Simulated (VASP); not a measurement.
# Sn (P6_3/mmc) in VASP: further runs

The runs below take Sn through single point, with LDA.

All numbers are computed with VASP 6.6.1; they aren't measurements. Logs are shortened: lines on timing, memory, paths and dates and some standing lists are left out, and cuts for length are marked.

## Step 1: The cell of the first run

Symmetry: P6_3/mmc, No. 194, hexagonal system. The conventional cell has a = 3.020 Å, b = 3.020 Å, c = 5.042 Å, α = 90.00°, β = 90.00°, γ = 120.00°. Within 4.0 Å of Sn (site symmetry -6m2) lie 12 Sn at 3.02 to 3.07 Å.

This isn't the form of Sn at room conditions, which is tetragonal (white tin).

## Step 2: Single point, LDA

Input file INCAR:

```
PREC     = Accurate       # precision mode
ENCUT    = 520            # plane-wave cutoff, eV
EDIFF    = 1E-6           # SCF threshold, eV
ISMEAR   = -1             # smearing method
SIGMA    = 0.1            # smearing width, eV
LREAL    = False          # projectors in reciprocal space
LASPH    = True           # aspherical terms in the spheres
NELM     = 80             # most SCF steps
ALGO     = Normal         # electronic algorithm
ISIF     = 2              # what is computed and relaxed
LWAVE    = False          # write WAVECAR
LCHARG   = True           # write CHGCAR
GGA      = CA             # functional
LELF     = True           # ELF
LVHAR    = True         
NBANDS   = 21             # bands
```

Input file KPOINTS:

```
regular mesh
0
Gamma
  14 14 8
```

Input file POSCAR:

```
Sn
1.0
    3.0202824516      0.0000000000      0.0000000000
   -1.5101412258      2.6156413297      0.0000000000
    0.0000000000      0.0000000000      5.0421457951
Sn
2
Direct
    0.3333333333      0.6666666667      0.2500000000
    0.6666666667      0.3333333333      0.7500000000
```

Potentials or basis: VASP PAW LDA potentials, release 64 (Sn_d).

Command:

```
$ cat potpaw_LDA.64/Sn_d/POTCAR > POTCAR
$ mpirun -np 1 vasp_std > vasp.out
```

OUTCAR:

```text
PREC = Accurate
   ENCUT = 520
   EDIFF = 1E-6
   ISMEAR = -1
   LREAL = False
   LASPH = True
   NELM = 80
   ISIF = 2
   GGA = CA

 ion  position               nearest neighbor table
   1  0.333  0.667  0.250-   2 3.07   2 3.07   2 3.07   2 3.07   2 3.07   2 3.07
   2  0.667  0.333  0.750-   1 3.07   1 3.07   1 3.07   1 3.07   1 3.07   1 3.07

  LATTYP: Found a hexagonal cell.
 ALAT       =     3.0202824516
 C/A-ratio  =     1.6694285637

  Lattice vectors:

 A1 = (   3.0202824516,   0.0000000000,   0.0000000000)
 A2 = (  -1.5101412258,   2.6156413297,   0.0000000000)
 A3 = (   0.0000000000,   0.0000000000,   5.0421457951)

Analysis of symmetry for initial positions (statically):
=====================================================================
 Subroutine PRICEL returns:
 Original cell was already a primitive cell.

 Routine SETGRP: Setting up the symmetry group for a
 hexagonal supercell.

 Subroutine GETGRP returns: Found 24 space group operations
 (whereof 12 operations were pure point group operations)
 out of a pool of 24 trial point group operations.

The static configuration has the point symmetry D_3d.
 The point group associated with its full space group is D_6h.

Analysis of symmetry for dynamics (positions and initial velocities):
=====================================================================
 Subroutine PRICEL returns:
 Original cell was already a primitive cell.

 Routine SETGRP: Setting up the symmetry group for a
 hexagonal supercell.

 Subroutine GETGRP returns: Found 24 space group operations
 (whereof 12 operations were pure point group operations)
 out of a pool of 24 trial point group operations.

The dynamic configuration has the point symmetry D_3d.
 The point group associated with its full space group is D_6h.

 Subroutine INISYM returns: Found 24 space group operations
 (whereof 12 operations are pure point group operations),
 and found     1 'primitive' translations

----------------------------------------------------------------------------------------

                                     Primitive cell

  volume of cell :      39.8328

  direct lattice vectors                    reciprocal lattice vectors
     3.020282452  0.000000000  0.000000000     0.331094861  0.191157707  0.000000000
    -1.510141226  2.615641330  0.000000000     0.000000000  0.382315415  0.000000000
     0.000000000  0.000000000  5.042145795     0.000000000  0.000000000  0.198328260

  length of vectors
     3.020282452  3.020282452  5.042145795     0.382315415  0.382315415  0.198328260

  position of ions in fractional coordinates (direct lattice)
     0.333333333  0.666666667  0.250000000
     0.666666667  0.333333333  0.750000000

  ion indices of the primitive-cell ions
   primitive index   ion index
                 1           1
                 2           2

----------------------------------------------------------------------------------------

 KPOINTS: regular mesh

Automatic generation of k-mesh.
 Grid dimensions read from file:
 generate k-points for:   14   14    8

 Generating k-lattice:

  Cartesian coordinates                     Fractional coordinates (reciprocal lattice)
     0.023649633  0.013654122  0.000000000     0.071428571 -0.000000000  0.000000000
     0.000000000  0.027308244  0.000000000     0.000000000  0.071428571  0.000000000
     0.000000000  0.000000000  0.024791032     0.000000000  0.000000000  0.125000000

  Length of vectors
     0.027308244  0.027308244  0.024791032

  Shift w.r.t. Gamma in fractional coordinates (k-lattice)
     0.000000000  0.000000000  0.000000000

 Subroutine IBZKPT returns following result:
 ===========================================

 Found    120 irreducible k-points:

 Following reciprocal coordinates:
            Coordinates               Weight
  0.000000  0.000000  0.000000      1.000000
  0.071429  0.000000  0.000000      6.000000
  0.142857 -0.000000  0.000000      6.000000
  0.214286  0.000000  0.000000      6.000000
  0.285714  0.000000  0.000000      6.000000
  0.357143  0.000000  0.000000      6.000000
[... 16 lines left out ...]
  0.285714  0.285714  0.000000      6.000000
  0.357143  0.285714  0.000000      6.000000
 [... further k-points ...]
   k-points           NKPTS =    120   k-points in BZ     NKDIM =    120   number of bands    NBANDS=     21
   number of dos      NEDOS =    301   number of ions     NIONS =      2
   total plane-waves  NPLWV =  23040
   dimension x,y,z NGX =    24 NGY =   24 NGZ =   40
   dimension x,y,z NGXF=    48 NGYF=   48 NGZF=   80
   ions per type =               2
   NGX,Y,Z   is equivalent  to a cutoff of  13.21, 13.21, 13.19 a.u.
   NGXF,Y,Z  is equivalent  to a cutoff of  26.42, 26.42, 26.38 a.u.
 SYSTEM =  unknown system
   PREC   = accura    normal or accurate (medium, high low for compatibility)
   ISTART =      0    job   : 0-new  1-cont  2-samecut
   ICHARG =      2    charge: 1-file 2-atom 10-const
   ISPIN  =      1    spin polarized calculation?
   LNONCOLLINEAR =      F non collinear calculations
   LSORBIT =      F    spin-orbit coupling
   LASPH  =      T    aspherical Exc in radial PAW
   ENCUT  =  520.0 eV  38.22 Ry    6.18 a.u.   5.62  5.62  9.38*2*pi/ulx,y,z
   NELM   =     80;   NELMIN=  2; NELMDL= -5     # of ELM steps
   EDIFF  = 0.1E-05   stopping-criterion for ELM
   LREAL  =      F    real-space projection
   EDIFFG = 0.1E-04   stopping-criterion for IOM
   NSW    =      0    number of steps for IOM
   IBRION =     -1    ionic relax: 0-MD 1-quasi-New 2-CG
   NFREE  =      0    steps in history (QN), initial steepest desc. (CG)
   ISIF   =      2    stress and relaxation
   ISYM   =      2    0-nonsym 1-usesym 2-fastsym
   POTIM  = 0.5000    time-step for ionic-motion
   TEBEG  =    0.0;   TEEND  =   0.0 temperature during run
   PSTRESS=    0.0 pullay stress
   NELECT =      28.0000    total number of electrons
   NUPDOWN=      -1.0000    fix difference up-down
   EMIN   =  10.00;   EMAX   =-10.00  energy-range for DOS
   EFERMI =   0.00;   METHOD = LEGACY
   ISMEAR =    -1;   SIGMA  =   0.10  broadening in eV -4-tet -1-fermi 0-gaus
   EFERMI_NEDOS =   21; number of points for ismear=-14 and -15
   IALGO  =     38    algorithm
   IMIX   =      4    mixing-type and parameters
     AMIX     =   0.40;   BMIX     =  1.00
     AMIX_MAG =   1.60;   BMIX_MAG =  1.00
  volume/ion in A,a.u.               =      19.92       134.40
  Fermi-wavevector in a.u.,A,eV,Ry     =   1.455617  2.750717 28.828309  2.118821
  Thomas-Fermi vector in A             =   2.572631
   LORBIT       =      0    0 simple, 1 ext, 2 COOP (PROOUT), +10 PAW based schemes
   GGA     = CA    functional components
   LHFCALC =     F    Hartree Fock is set to
   AEXX    =    0.0000 exact exchange contribution
   IVDW    =     0    specifies the selected vdW correction
   LEPSILON=     F    determine dielectric tensor
   LRPA    =     F    only Hartree local field effects (RPA)
 non-spin polarized calculation
  energy-cutoff  :      520.00
  volume of cell :       39.83
 maximum number of plane-waves:      1099
 NGX is ok and might be reduce to    24
   NGX = 11   NGY = 11   NGZ = 19

 number of electron      28.0000008 magnetization

 Free energy of the ion-electron system (eV)
  ---------------------------------------------------
  ext. energy  EPLUGINS =         0.00000000
  ---------------------------------------------------
  free energy    TOTEN  =        -8.15364776 eV

  energy without entropy =       -8.12357015  energy(sigma->0) =       -8.13860896

 E-fermi :  12.3018     XC(G=0): -12.1509

 val. band max:       12.2697284520   @ k =   0.2143   0.0714   0.3750
 cond. band min:      12.3388880044   @ k =   0.2857   0.1429   0.0000
 fundamental gap:      0.0691595525
 Fermi energy:        12.3017994478

 k-point     1 :       0.0000    0.0000    0.0000
  band No.  band energies     occupation
      1      -9.5995      2.00000
      2      -9.5621      2.00000
      3      -9.5206      2.00000
      4      -9.5206      2.00000
      5      -9.4903      2.00000
      6      -9.4903      2.00000
[... 13 lines left out ...]
     20      23.5269      0.00000
     21      26.2137      0.00000

 k-point     2 :       0.0714    0.0000    0.0000
  band No.  band energies     occupation
      1      -9.5936      2.00000
      2      -9.5631      2.00000
      3      -9.5115      2.00000
      4      -9.5019      2.00000
      5      -9.4880      2.00000
      6      -9.4724      2.00000
[... 13 lines left out ...]
     20      23.9580      0.00000
     21      25.0271      0.00000

 k-point     3 :       0.1429   -0.0000    0.0000
  band No.  band energies     occupation
      1      -9.6112      2.00000
      2      -9.5414      2.00000
      3      -9.5047      2.00000
      4      -9.4539      2.00000
      5      -9.4494      2.00000
      6      -9.4227      2.00000
[... 13 lines left out ...]
     20      23.4567      0.00000
     21      24.7599      0.00000

 k-point     4 :       0.2143    0.0000    0.0000
  band No.  band energies     occupation
      1      -9.6531      2.00000
      2      -9.5280      2.00000
      3      -9.4841      2.00000
      4      -9.4682      2.00000
      5      -9.4345      2.00000
      6      -9.3834      2.00000
[... 13 lines left out ...]
     20      23.5366      0.00000
     21      24.2078      0.00000

 k-point     5 :       0.2857    0.0000    0.0000
  band No.  band energies     occupation
      1      -9.6994      2.00000
      2      -9.5480      2.00000
      3      -9.5232      2.00000
      4      -9.4605      2.00000
      5      -9.4309      2.00000
      6      -9.3117      2.00000
[... 13 lines left out ...]
     20      23.0781      0.00000
     21      24.7139      0.00000

 k-point     6 :       0.3571    0.0000    0.0000
  band No.  band energies     occupation
      1      -9.7402      2.00000
      2      -9.5759      2.00000
      3      -9.5698      2.00000
      4      -9.4828      2.00000
      5      -9.3824      2.00000
      6      -9.3483      2.00000
[... 13 lines left out ...]
     20      22.4881      0.00000
     21      25.1471      0.00000

 k-point     7 :       0.4286    0.0000    0.0000
  band No.  band energies     occupation
      1      -9.7680      2.00000
      2      -9.6135      2.00000
      3      -9.5860      2.00000
      4      -9.4977      2.00000
      5      -9.3715      2.00000
      6      -9.3492      2.00000
[... 13 lines left out ...]
     20      22.1210      0.00000
     21      24.9546      0.00000
[... 291 lines left out ...]
      1      -9.5837      2.00000
      2      -9.5790      2.00000
      3      -9.5674      2.00000
      4      -9.4888      2.00000
      5      -9.3916      2.00000
      6      -9.3438      2.00000
[... 13 lines left out ...]
     20      25.1548      0.00000
     21      26.0130      0.00000

 k-point    21 :       0.2857    0.2143    0.0000
  band No.  band energies     occupation
      1      -9.6231      2.00000
      2      -9.5943      2.00000
      3      -9.5102      2.00000
      4      -9.4859      2.00000
      5      -9.3733      2.00000
      6      -9.3720      2.00000
[... 13 lines left out ...]
     20      25.2262      0.00000
     21      27.3720      0.00000

 k-point    22 :       0.3571    0.2143    0.0000
  band No.  band energies     occupation
      1      -9.6452      2.00000
      2      -9.6060      2.00000
      3      -9.4771      2.00000
      4      -9.4677      2.00000
      5      -9.3957      2.00000
      6      -9.3531      2.00000
[... 13 lines left out ...]
     20      25.0824      0.00000
     21      28.5743      0.00000

 k-point    23 :       0.2857    0.2857    0.0000
  band No.  band energies     occupation
      1      -9.6478      2.00000
      2      -9.5085      2.00000
      3      -9.5061      2.00000
      4      -9.4697      2.00000
      5      -9.4004      2.00000
      6      -9.3319      2.00000
[... 13 lines left out ...]
     20      27.4919      0.00000
     21      27.9791      0.00000

 k-point    24 :       0.3571    0.2857    0.0000
  band No.  band energies     occupation
      1      -9.6567      2.00000
      2      -9.5081      2.00000
      3      -9.4539      2.00000
      4      -9.4439      2.00000
      5      -9.4203      2.00000
      6      -9.3596      2.00000
[... 13 lines left out ...]
     20      27.6361      0.00000
     21      29.3542      0.00000

 [... further k-points ...]
[... 5 lines left out ...]
  --------------------------------------------------------------------------------------
  -------------------------------------------------------------------------------------
  Total        6.7671875      6.7671875      6.7487813      0.0000000      0.0000000      0.0000000
  in kB      272.1934342    272.1934342    271.4530870      0.0000000      0.0000000      0.0000000
  external PRESSURE =     271.9466518 kB  Pullay stress =       0.0000000 kB

 VOLUME and BASIS-vectors are now :
 -----------------------------------------------------------------------------
  energy-cutoff  :      520.00
  volume of cell :       39.83
      direct lattice vectors                 reciprocal lattice vectors
     3.020282452  0.000000000  0.000000000     0.331094861  0.191157707  0.000000000
    -1.510141226  2.615641330  0.000000000     0.000000000  0.382315415  0.000000000
     0.000000000  0.000000000  5.042145795     0.000000000  0.000000000  0.198328260

 POSITION                                       TOTAL-FORCE (eV/Angst)
 -----------------------------------------------------------------------------------
     -0.00000      1.74376      1.26054         0.000000     -0.000000      0.000000
      1.51014      0.87188      3.78161        -0.000000      0.000000      0.000000
 -----------------------------------------------------------------------------------
    total drift:                               -0.000000      0.000000      0.000000

  FREE ENERGIE OF THE ION-ELECTRON SYSTEM (eV)
  ---------------------------------------------------
  free  energy   TOTEN  =        -8.1536477630 eV

  energy  without entropy=       -8.1235701507  energy(sigma->0) =       -8.13860896
```

It took 77 s on 1 thread of Intel Xeon 8259CL, shared host; peak memory 0.2 GiB.

What came out:

* Free energy: -8.1536 eV
* Pressure: 27.2 GPa
* Band gap on the k mesh: zero (bands 14 and 15 overlap by 11.08 eV)

Levels at points of the mesh, in eV from the Fermi level:
```
           k point  band 11  band 12  band 13  band 14  band 15  band 16  band 17  band 18
(0.00, 0.00, 0.00)   -13.85    -7.75    -6.60     7.92     7.92     9.73    10.16    10.16
(0.50, 0.00, 0.00)    -8.07    -7.31    -2.10    -2.05    -1.41     1.05     2.57     6.85
(0.00, 0.00, 0.50)   -12.22   -12.22     0.97     0.97     9.15     9.15     9.15     9.15
(0.50, 0.00, 0.50)    -6.51    -6.51    -5.62    -5.62     4.39     4.39     4.86     4.86
```

Caveat: the cell stands under pressure; spin-orbit coupling is left out, which moves the levels of the heavy elements.

(Continued in part 2 of 2.)

The gap in the log of VASP goes by the Fermi energy; the results here count the filled bands.